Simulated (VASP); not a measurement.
# GaSnP (P6mm) in VASP: further runs, part 2 of 3

VASP 6.6.1. The steps go on from the part before.

## 3. Single point, PBE

The input, INCAR:

```
SYSTEM = GaSnP
PREC = Accurate ; ENCUT = 520
EDIFF = 1E-7 ; ISMEAR = 0
SIGMA = 0.1 ; LREAL = .FALSE.
LASPH = .TRUE. ; NELM = 100
ALGO = Normal ; ISIF = 2
LWAVE = .FALSE. ; LCHARG = .TRUE.
GGA = PE ; LELF = .TRUE.
LVHAR = .TRUE. ; NBANDS = 23
```

The input, KPOINTS:

```
Automatic mesh
0
G
  6 6 2
  0 0 0
```

The input, POSCAR:

```
GaSnP
1.0
    3.0184981602      0.0000000000      0.0000000000
   -1.5092490801      2.6140960880      0.0000000000
    0.0000000000      0.0000000000      8.0230706378
Ga Sn P
1 1 1
Direct
    0.0000000000      0.0000000000      0.1434642730
    0.0000000000      0.0000000000      0.5058985790
    0.0000000000      0.0000000000      0.8383326180
```

Potentials or basis: VASP PAW PBE potentials, release 64 (Ga_d, Sn_d, P).

On the command line:

```bash
$ cat potpaw_PBE.64/Ga_d/POTCAR potpaw_PBE.64/Sn_d/POTCAR potpaw_PBE.64/P/POTCAR > POTCAR
$ mpirun -np 1 vasp_std > vasp.out
```

OUTCAR:

```text
SYSTEM = GaSnP
   PREC = Accurate
   ENCUT = 520
   EDIFF = 1E-7
   ISMEAR = 0
   LREAL = .FALSE.
   LASPH = .TRUE.
   NELM = 100
   ISIF = 2
   GGA = PE

 ion  position               nearest neighbor table
   1  0.000  0.000  0.143-   3 2.45   2 2.91
   2  0.000  0.000  0.506-   3 2.67   1 2.91
   3  0.000  0.000  0.838-   1 2.45   2 2.67

  LATTYP: Found a hexagonal cell.
 ALAT       =     3.0184981602
 C/A-ratio  =     2.6579677084

  Lattice vectors:

 A1 = (   3.0184981602,   0.0000000000,   0.0000000000)
 A2 = (  -1.5092490801,   2.6140960880,   0.0000000000)
 A3 = (   0.0000000000,   0.0000000000,   8.0230706378)

Analysis of symmetry for initial positions (statically):
=====================================================================
 Subroutine PRICEL returns:
 Original cell was already a primitive cell.

 Routine SETGRP: Setting up the symmetry group for a
 hexagonal supercell.

 Subroutine GETGRP returns: Found 12 space group operations
 (whereof 12 operations were pure point group operations)
 out of a pool of 24 trial point group operations.

The static configuration has the point symmetry C_6v.

Analysis of symmetry for dynamics (positions and initial velocities):
=====================================================================
 Subroutine PRICEL returns:
 Original cell was already a primitive cell.

 Routine SETGRP: Setting up the symmetry group for a
 hexagonal supercell.

 Subroutine GETGRP returns: Found 12 space group operations
 (whereof 12 operations were pure point group operations)
 out of a pool of 24 trial point group operations.

The dynamic configuration has the point symmetry C_6v.

 Subroutine INISYM returns: Found 12 space group operations
 (whereof 12 operations are pure point group operations),
 and found     1 'primitive' translations

----------------------------------------------------------------------------------------

                                     Primitive cell

  volume of cell :      63.3072

  direct lattice vectors                    reciprocal lattice vectors
     3.018498160  0.000000000  0.000000000     0.331290578  0.191270704  0.000000000
    -1.509249080  2.614096088  0.000000000     0.000000000  0.382541409  0.000000000
     0.000000000  0.000000000  8.023070638     0.000000000  0.000000000  0.124640558

  length of vectors
     3.018498160  3.018498160  8.023070638     0.382541409  0.382541409  0.124640558

  position of ions in fractional coordinates (direct lattice)
     0.000000000  0.000000000  0.143464273
     0.000000000  0.000000000  0.505898579
     0.000000000  0.000000000  0.838332618

  ion indices of the primitive-cell ions
   primitive index   ion index
                 1           1
                 2           2
                 3           3

----------------------------------------------------------------------------------------

 KPOINTS: Automatic mesh

Automatic generation of k-mesh.
 Grid dimensions read from file:
 generate k-points for:    6    6    2

 Generating k-lattice:

  Cartesian coordinates                     Fractional coordinates (reciprocal lattice)
     0.055215096  0.031878451  0.000000000     0.166666667 -0.000000000  0.000000000
     0.000000000  0.063756901  0.000000000     0.000000000  0.166666667  0.000000000
     0.000000000  0.000000000  0.062320279     0.000000000  0.000000000  0.500000000

  Length of vectors
     0.063756901  0.063756901  0.062320279

  Shift w.r.t. Gamma in fractional coordinates (k-lattice)
     0.000000000  0.000000000  0.000000000

 Subroutine IBZKPT returns following result:
 ===========================================

 Found     14 irreducible k-points:

 Following reciprocal coordinates:
            Coordinates               Weight
  0.000000  0.000000  0.000000      1.000000
  0.166667  0.000000  0.000000      6.000000
  0.333333  0.000000  0.000000      6.000000
  0.500000  0.000000  0.000000      3.000000
  0.166667  0.166667  0.000000      6.000000
  0.333333  0.166667  0.000000     12.000000
  0.333333  0.333333  0.000000      2.000000
  0.000000  0.000000  0.500000      1.000000
  0.166667  0.000000  0.500000      6.000000
  0.333333  0.000000  0.500000      6.000000
  0.500000  0.000000  0.500000      3.000000
  0.166667  0.166667  0.500000      6.000000
  0.333333  0.166667  0.500000     12.000000
  0.333333  0.333333  0.500000      2.000000
   k-points           NKPTS =     14   k-points in BZ     NKDIM =     14   number of bands    NBANDS=     23
   number of dos      NEDOS =    301   number of ions     NIONS =      3
   total plane-waves  NPLWV =  34560
   dimension x,y,z NGX =    24 NGY =   24 NGZ =   60
   dimension x,y,z NGXF=    48 NGYF=   48 NGZF=  120
   ions per type =               1   1   1
   NGX,Y,Z   is equivalent  to a cutoff of  13.22, 13.22, 12.43 a.u.
   NGXF,Y,Z  is equivalent  to a cutoff of  26.44, 26.44, 24.87 a.u.
 SYSTEM =  GaSnP
   PREC   = accura    normal or accurate (medium, high low for compatibility)
   ISTART =      0    job   : 0-new  1-cont  2-samecut
   ICHARG =      2    charge: 1-file 2-atom 10-const
   ISPIN  =      1    spin polarized calculation?
   LNONCOLLINEAR =      F non collinear calculations
   LSORBIT =      F    spin-orbit coupling
   LASPH  =      T    aspherical Exc in radial PAW
   ENCUT  =  520.0 eV  38.22 Ry    6.18 a.u.   5.61  5.61 14.92*2*pi/ulx,y,z
   NELM   =    100;   NELMIN=  2; NELMDL= -5     # of ELM steps
   EDIFF  = 0.1E-06   stopping-criterion for ELM
   LREAL  =      F    real-space projection
   EDIFFG = 0.1E-05   stopping-criterion for IOM
   NSW    =      0    number of steps for IOM
   IBRION =     -1    ionic relax: 0-MD 1-quasi-New 2-CG
   NFREE  =      0    steps in history (QN), initial steepest desc. (CG)
   ISIF   =      2    stress and relaxation
   ISYM   =      2    0-nonsym 1-usesym 2-fastsym
   POTIM  = 0.5000    time-step for ionic-motion
   TEBEG  =    0.0;   TEEND  =   0.0 temperature during run
   PSTRESS=    0.0 pullay stress
   NELECT =      32.0000    total number of electrons
   NUPDOWN=      -1.0000    fix difference up-down
   EMIN   =  10.00;   EMAX   =-10.00  energy-range for DOS
   EFERMI =   0.00;   METHOD = LEGACY
   ISMEAR =     0;   SIGMA  =   0.10  broadening in eV -4-tet -1-fermi 0-gaus
   EFERMI_NEDOS =   21; number of points for ismear=-14 and -15
   IALGO  =     38    algorithm
   IMIX   =      4    mixing-type and parameters
     AMIX     =   0.40;   BMIX     =  1.00
     AMIX_MAG =   1.60;   BMIX_MAG =  1.00
  volume/ion in A,a.u.               =      21.10       142.41
  Fermi-wavevector in a.u.,A,eV,Ry     =   1.304089  2.464370 23.138712  1.700647
  Thomas-Fermi vector in A             =   2.435048
   LORBIT       =      0    0 simple, 1 ext, 2 COOP (PROOUT), +10 PAW based schemes
   GGA     = PE    functional components
   LHFCALC =     F    Hartree Fock is set to
   AEXX    =    0.0000 exact exchange contribution
   IVDW    =     0    specifies the selected vdW correction
   LEPSILON=     F    determine dielectric tensor
   LRPA    =     F    only Hartree local field effects (RPA)
 non-spin polarized calculation
 Gauss-broadening in eV      SIGMA  =   0.10
  energy-cutoff  :      520.00
  volume of cell :       63.31
 maximum number of plane-waves:      1746
 NGX is ok and might be reduce to    24
   NGX = 11   NGY = 11   NGZ = 29

 number of electron      31.9999997 magnetization

 Free energy of the ion-electron system (eV)
  ---------------------------------------------------
  ext. energy  EPLUGINS =         0.00000000
  ---------------------------------------------------
  free energy    TOTEN  =       -11.28683001 eV

  energy without entropy =      -11.27686732  energy(sigma->0) =      -11.28184866

 E-fermi :   6.9414     XC(G=0): -10.5902

 val. band max:        6.9141119569   @ k =   0.1667   0.1667   0.0000
 cond. band min:       6.9866650171   @ k =   0.3333   0.3333   0.0000
 fundamental gap:      0.0725530602
 Fermi energy:         6.9414154470

 k-point     1 :       0.0000    0.0000    0.0000
  band No.  band energies     occupation
      1     -14.8518      2.00000
      2     -14.8211      2.00000
      3     -14.8211      2.00000
      4     -14.5463      2.00000
      5     -14.5463      2.00000
      6      -8.0436      2.00000
[... 353 lines left out ...]
     22      12.1314      0.00000
     23      14.1221      0.00000

------------------------ aborting loop because EDIFF is reached ----------------------------------------

  FORCE on cell =-STRESS in cart. coord.  units (eV):
  Direction    XX          YY          ZZ          XY          YZ          ZX
  --------------------------------------------------------------------------------------
  -------------------------------------------------------------------------------------
  Total       -0.0362059     -0.0362059      0.0733632      0.0000000      0.0000000      0.0000000
  in kB       -0.9162981     -0.9162981      1.8566733      0.0000000      0.0000000      0.0000000
  external PRESSURE =       0.0080257 kB  Pullay stress =       0.0000000 kB

 VOLUME and BASIS-vectors are now :
 -----------------------------------------------------------------------------
  energy-cutoff  :      520.00
  volume of cell :       63.31
      direct lattice vectors                 reciprocal lattice vectors
     3.018498160  0.000000000  0.000000000     0.331290578  0.191270704  0.000000000
    -1.509249080  2.614096088  0.000000000     0.000000000  0.382541409  0.000000000
     0.000000000  0.000000000  8.023070638     0.000000000  0.000000000  0.124640558

 POSITION                                       TOTAL-FORCE (eV/Angst)
 -----------------------------------------------------------------------------------
      0.00000      0.00000      1.15102         0.000000      0.000000     -0.005729
      0.00000      0.00000      4.05886         0.000000      0.000000      0.015363
      0.00000      0.00000      6.72600        -0.000000     -0.000000     -0.009634
 -----------------------------------------------------------------------------------
    total drift:                               -0.000000     -0.000001     -0.000078

  FREE ENERGIE OF THE ION-ELECTRON SYSTEM (eV)
  ---------------------------------------------------
  free  energy   TOTEN  =       -11.2868300090 eV

  energy  without entropy=      -11.2768673176  energy(sigma->0) =      -11.28184866
```

OSZICAR:

```text
N       E                     dE             d eps       ncg     rms          rms(c)
DAV:   1     0.224774715656E+03    0.22477E+03   -0.15753E+04   658   0.217E+03
DAV:   2     0.131097137090E+02   -0.21167E+03   -0.20460E+03   651   0.468E+02
DAV:   3    -0.106518999189E+02   -0.23762E+02   -0.23473E+02   785   0.129E+02
DAV:   4    -0.113668248728E+02   -0.71492E+00   -0.71415E+00   764   0.244E+01
DAV:   5    -0.113870945893E+02   -0.20270E-01   -0.20269E-01   858   0.400E+00    0.369E+00
DAV:   6    -0.113002488871E+02    0.86846E-01   -0.13852E-01   878   0.489E+00    0.214E+00
DAV:   7    -0.112877662315E+02    0.12483E-01   -0.60786E-02   819   0.222E+00    0.446E-01
DAV:   8    -0.112868287711E+02    0.93746E-03   -0.76227E-03   798   0.828E-01    0.133E-01
DAV:   9    -0.112868109885E+02    0.17783E-04   -0.92030E-04   885   0.226E-01    0.593E-02
DAV:  10    -0.112868221965E+02   -0.11208E-04   -0.13404E-04   787   0.821E-02    0.269E-02
DAV:  11    -0.112868292934E+02   -0.70970E-05   -0.25623E-05   779   0.438E-02    0.791E-03
DAV:  12    -0.112868301508E+02   -0.85732E-06   -0.53419E-06   808   0.228E-02    0.462E-03
DAV:  13    -0.112868300360E+02    0.11472E-06   -0.85627E-07   704   0.597E-03    0.210E-03
DAV:  14    -0.112868300090E+02    0.27026E-07   -0.11391E-07   541   0.403E-03
   1 F= -.11286830E+02 E0= -.11281849E+02  d E =-.996269E-02
```

Run time: 14 s. Hardware: 1 thread of Intel Xeon 6975P-C (Granite Rapids), shared host; peak memory 0.18 GiB.

Results:

| Property | Result |
| --- | --- |
| Free energy | -11.2868 eV |
| Pressure | 0.0 GPa |
| Largest force | 0.015 eV/Å |
| Band gap on the k mesh | zero (band 16 reaches 10.94 eV, above the bottom of band 17 at 5.26 eV) |

Forces in eV/Å, atoms in the order of the input:
```
Ga   0.000  0.000 -0.006
Sn   0.000  0.000  0.015
P    0.000  0.000 -0.010
```

Stress tensor (GPa, compression positive):
```
-0.09  0.00  0.00
 0.00 -0.09  0.00
 0.00  0.00  0.19
```

Caveat: the k points lie up to 0.40 Å⁻¹ apart; spin-orbit coupling is left out, which moves the levels of the heavy elements.

[end of part 2 of 3]
